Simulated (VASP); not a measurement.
# Al (Fd-3m) in VASP: further runs, part 3 of 3

VASP 6.6.1. Earlier steps stand in the parts before.

## 6. Relaxation of cell and atoms, PBEsol

This run uses another cell than the first one, of 21.60 Å³/atom, 1.067 times its volume.

INCAR

```
PREC = Accurate ; ENCUT = 600
EDIFF = 1E-6 ; ISMEAR = -1
SIGMA = 0.05 ; LREAL = False
LASPH = True ; NELM = 60
ALGO = Normal ; ISIF = 3
LWAVE = False ; LCHARG = False
GGA = PS ; IBRION = 2
NSW = 60 ; EDIFFG = -0.01
```

KPOINTS

```
Automatic mesh
0
Gamma
  14 14 14
```

POSCAR

```
Al
1.0
    0.0000000000      2.7850000000      2.7850000000
    2.7850000000      0.0000000000      2.7850000000
    2.7850000000      2.7850000000      0.0000000000
Al
2
Direct
    0.0000000000      0.0000000000      0.0000000000
    0.2500000000      0.2500000000      0.2500000000
```

Potentials or basis: VASP PAW PBE potentials, release 64 (Al).

Run with:

```
$ cat potpaw_PBE.64/Al/POTCAR > POTCAR
$ mpirun -np 1 vasp_std > vasp.out
```

OUTCAR:

```text
PREC = Accurate
   ENCUT = 600
   EDIFF = 1E-6
   ISMEAR = -1
   LREAL = False
   LASPH = True
   NELM = 60
   ISIF = 3
   GGA = PS
   IBRION = 2
   NSW = 60
   EDIFFG = -0.01

 ion  position               nearest neighbor table
   1  0.000  0.000  0.000-   2 2.41   2 2.41   2 2.41   2 2.41
   2  0.250  0.250  0.250-   1 2.41   1 2.41   1 2.41   1 2.41

  LATTYP: Found a face centered cubic cell.
 ALAT       =     5.5700000000

  Lattice vectors:

 A1 = (   0.0000000000,   2.7850000000,   2.7850000000)
 A2 = (   2.7850000000,   0.0000000000,   2.7850000000)
 A3 = (   2.7850000000,   2.7850000000,   0.0000000000)

Analysis of symmetry for initial positions (statically):
=====================================================================
 Subroutine PRICEL returns:
 Original cell was already a primitive cell.

 Routine SETGRP: Setting up the symmetry group for a
 face centered cubic supercell.

 Subroutine GETGRP returns: Found 48 space group operations
 (whereof 24 operations were pure point group operations)
 out of a pool of 48 trial point group operations.

The static configuration has the point symmetry T_d .
 The point group associated with its full space group is O_h .

Analysis of symmetry for dynamics (positions and initial velocities):
=====================================================================
 Subroutine PRICEL returns:
 Original cell was already a primitive cell.

 Routine SETGRP: Setting up the symmetry group for a
 face centered cubic supercell.

 Subroutine GETGRP returns: Found 48 space group operations
 (whereof 24 operations were pure point group operations)
 out of a pool of 48 trial point group operations.

The dynamic configuration has the point symmetry T_d .
 The point group associated with its full space group is O_h .

 Subroutine INISYM returns: Found 48 space group operations
 (whereof 24 operations are pure point group operations),
 and found     1 'primitive' translations

----------------------------------------------------------------------------------------

                                     Primitive cell

  volume of cell :      43.2022

  direct lattice vectors                    reciprocal lattice vectors
     0.000000000  2.785000000  2.785000000    -0.179533214  0.179533214  0.179533214
[... 95 lines left out ...]
   TEBEG  =    0.0;   TEEND  =   0.0 temperature during run
   PSTRESS=    0.0 pullay stress
   NELECT =       6.0000    total number of electrons
   NUPDOWN=      -1.0000    fix difference up-down
   EMIN   =  10.00;   EMAX   =-10.00  energy-range for DOS
   EFERMI =   0.00;   METHOD = LEGACY
   ISMEAR =    -1;   SIGMA  =   0.05  broadening in eV -4-tet -1-fermi 0-gaus
   EFERMI_NEDOS =   21; number of points for ismear=-14 and -15
   IALGO  =     38    algorithm
   IMIX   =      4    mixing-type and parameters
     AMIX     =   0.40;   BMIX     =  1.00
     AMIX_MAG =   1.60;   BMIX_MAG =  1.00
  volume/ion in A,a.u.               =      21.60       145.77
  Fermi-wavevector in a.u.,A,eV,Ry     =   0.847793  1.602097  9.779238  0.718754
  Thomas-Fermi vector in A             =   1.963355
   LORBIT       =      0    0 simple, 1 ext, 2 COOP (PROOUT), +10 PAW based schemes
   GGA     = PS    functional components
   LHFCALC =     F    Hartree Fock is set to
   AEXX    =    0.0000 exact exchange contribution
   IVDW    =     0    specifies the selected vdW correction
   LEPSILON=     F    determine dielectric tensor
   LRPA    =     F    only Hartree local field effects (RPA)
 conjugate gradient relaxation of ions
 non-spin polarized calculation
  energy-cutoff  :      600.00
  volume of cell :       43.20
 maximum number of plane-waves:      1464
   NGX = 15   NGY = 15   NGZ = 15

--------------------------------------- Ionic step        1  -------------------------------------------

 number of electron       6.0000000 magnetization

 Free energy of the ion-electron system (eV)
  ---------------------------------------------------
  ext. energy  EPLUGINS =         0.00000000
  ---------------------------------------------------
  free energy    TOTEN  =        -6.12580293 eV

  energy without entropy =       -6.11572364  energy(sigma->0) =       -6.12076328

 E-fermi :   4.4811     XC(G=0):  -9.0758

 val. band max:        4.4737169323   @ k =   0.4286   0.2857   0.0000
 cond. band min:       4.4842775788   @ k =   0.3571   0.2143   0.0000
 fundamental gap:      0.0105606465
 Fermi energy:         4.4810500466

 k-point     1 :       0.0000    0.0000    0.0000
  band No.  band energies     occupation
      1      -4.5011      2.00000
      2       7.0993      0.00000
      3       7.0993      0.00000
      4       7.0993      0.00000
      5       8.9223      0.00000
      6       8.9223      0.00000
      7       8.9223      0.00000
[... 373 lines left out ...]
--------------------------------------- Ionic step        5  -------------------------------------------

 number of electron       6.0000000 magnetization

 Free energy of the ion-electron system (eV)
  ---------------------------------------------------
  ext. energy  EPLUGINS =         0.00000000
  ---------------------------------------------------
  free energy    TOTEN  =        -6.50852446 eV

  energy without entropy =       -6.49463214  energy(sigma->0) =       -6.50157830

 E-fermi :   2.8902     XC(G=0):  -8.3239

 val. band max:        2.8873066632   @ k =   0.4286   0.2857   0.0000
 cond. band min:       2.8986323672   @ k =  -0.4286   0.2857   0.0714
 fundamental gap:      0.0113257040
 Fermi energy:         2.8901683668

 k-point     1 :       0.0000    0.0000    0.0000
  band No.  band energies     occupation
      1      -5.0680      2.00000
      2       5.0530      0.00000
      3       5.0530      0.00000
      4       5.0530      0.00000
      5       6.8776      0.00000
      6       6.8776      0.00000
      7       6.8776      0.00000
[... 259 lines left out ...]
  FREE ENERGIE OF THE ION-ELECTRON SYSTEM (eV)
  ---------------------------------------------------
  free  energy   TOTEN  =        -6.5085244610 eV

  energy  without entropy=       -6.4946321424  energy(sigma->0) =       -6.50157830

 reached required accuracy - stopping structural energy minimisation
```

CONTCAR:

```text
Al
   1.00000000000000
     0.0000000000000000    2.9980347830470362    2.9980347830470362
     2.9980347830470362    0.0000000000000000    2.9980347830470362
     2.9980347830470362    2.9980347830470362    0.0000000000000000
  Al
     2
Direct
     0.0000000000000000    0.0000000000000000    0.0000000000000000
     0.2500000000000000    0.2500000000000000    0.2500000000000000

  0.00000000E+00  0.00000000E+00  0.00000000E+00
  0.00000000E+00  0.00000000E+00  0.00000000E+00
```

Wall time 73 s (1 thread of Intel Xeon Platinum 8375C at 2.90GHz (Ice Lake), shared host); peak memory 0.19 GiB.

Results:

| Quantity | Value |
| --- | --- |
| Free energy | -6.5085 eV |
| Relaxed volume | 26.95 Å³/atom |
| Relaxed cell | a = 4.240 Å, b = 4.240 Å, c = 4.240 Å, α = 60.00°, β = 60.00°, γ = 60.00° |
| Space group after relaxing (to 0.05 Å) | Fd-3m (No. 227) |
| Energy gained by relaxing | 191.4 meV/atom |
| Ionic steps | 5 |
| Pressure after relaxing | 0.0 GPa |
| Band gap on the k mesh | zero (band 3 reaches 5.05 eV, above the bottom of band 4 at 1.49 eV) |

Step by step:
```csv
step,energy change (eV),largest force (eV/Å),pressure (GPa),volume (Å³)
1,0.0000,0.0000,13.79,43.20
2,-0.3739,0.0000,-1.36,55.90
3,-0.3827,0.0000,0.09,53.76
4,-0.3827,0.0000,-0.07,53.99
5,-0.3827,0.0000,0.00,53.89
```

Final structure:
```cif
data_structure
_symmetry_space_group_name_H-M 'P 1'
_symmetry_Int_Tables_number 1
_cell_length_a 4.2399
_cell_length_b 4.2399
_cell_length_c 4.2399
_cell_angle_alpha 60.000
_cell_angle_beta 60.000
_cell_angle_gamma 60.000
_cell_volume 53.89
loop_
_atom_site_label
_atom_site_type_symbol
_atom_site_fract_x
_atom_site_fract_y
_atom_site_fract_z
_atom_site_occupancy
Al1 Al 0.00000 0.00000 0.00000 1
Al2 Al 0.25000 0.25000 0.25000 1
```

Levels at points of the mesh, in eV from the Fermi level:
| k point | band 1 | band 2 | band 3 | band 4 | band 5 | band 6 | band 7 |
| --- | --- | --- | --- | --- | --- | --- | --- |
| (0.00, 0.00, 0.00) | -7.96 | 2.16 | 2.16 | 2.16 | 3.99 | 3.99 | 3.99 |
| (0.50, 0.00, 0.00) | -5.88 | -3.92 | 1.13 | 1.13 | 3.29 | 4.39 | 4.39 |
| (0.50, 0.50, 0.00) | -4.38 | -4.38 | -0.40 | -0.40 | 2.05 | 2.05 | 10.80 |

Caveat: the volume moved by over 15 % at a fixed basis, so the end points are rough; the PAW data sets were made with another functional, which shifts forces and pressure a little.

## 7. Overview

```csv
task,cell,cutoff (eV),gap on the mesh (eV),pressure (GPa)
single point,"a = 3.855 Å, angles 60.0°, 2 atoms",520,none,20.2
single point,"a = 3.997 Å, angles 60.0°, 2 atoms",520,none,10.1
single point,"a = 4.097 Å, angles 60.0°, 2 atoms",520,none,5.1
single point,"a = 4.239 Å, angles 60.0°, 2 atoms",520,none,0.0
relaxation of cell and atoms,"relaxed from a = 3.939 Å, angles 60.0°, 2 atoms",600,none,0.0
```

Alike in all rows: level PBEsol; potentials or basis VASP PAW PBE potentials, release 64 (Al); no spin polarisation; k mesh 14 × 14 × 14; smearing fermi-dirac 0.05 eV.

Caveats: the PAW data sets were made with another functional, which shifts forces and pressure a little; the volume moved by over 15 % at a fixed basis, so the end points are rough (some runs).

Absolute energies hang on the potentials; compare differences alone.
